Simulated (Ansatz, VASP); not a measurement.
# Pt: VASP beside Ansatz

```
Pt
1.0
    -1.61194    1.58422    1.58422
     1.61194   -1.58422    1.58422
     1.61194    1.58422   -1.58422
Pt
1
Direct
  0.00000 0.00000 0.00000
```

Change from the starting cell: strain +0.0175 x Voigt [1, 0, 0, 0, 0, 0], atoms carried along.

Alike in both runs: task single point; functional PBEsol; k mesh 22 × 22 × 22; occupations gaussian, width 0.15 eV; no spin polarisation.

```csv
,VASP,Ansatz
version,VASP 6.6.1,Ansatz 0.2.0
potentials or method,"VASP PAW PBE potentials, release 64 (Pt), cutoff 520 eV","scalar-relativistic, plane waves, PAW"
valence electrons in the cell,10,18
```

Ansatz gave:

| Quantity | Value |
| --- | --- |
| gap on the k mesh at the Fermi level (eV) | none |
| pressure (GPa) | -14.5 |
| traceless stress, the component that is largest in VASP (GPa) | 1.04 |

Q: What did VASP give for the same quantities?

A: gap on the k mesh at the Fermi level (eV): none; pressure (GPa): -14.8; traceless stress, the component that is largest in VASP (GPa): 1.04.

VASP's potentials were made for PBE, not for PBEsol. A gap of «none» marks a metal or a gap that the smearing closes. With one functional, cell and mesh, what is left measures potentials, basis and numerics. VASP's potentials hold 10 valence electrons a cell and Ansatz's 18, so a difference there can come from the potentials and not from the codes.

Neither program's run includes spin-orbit coupling.
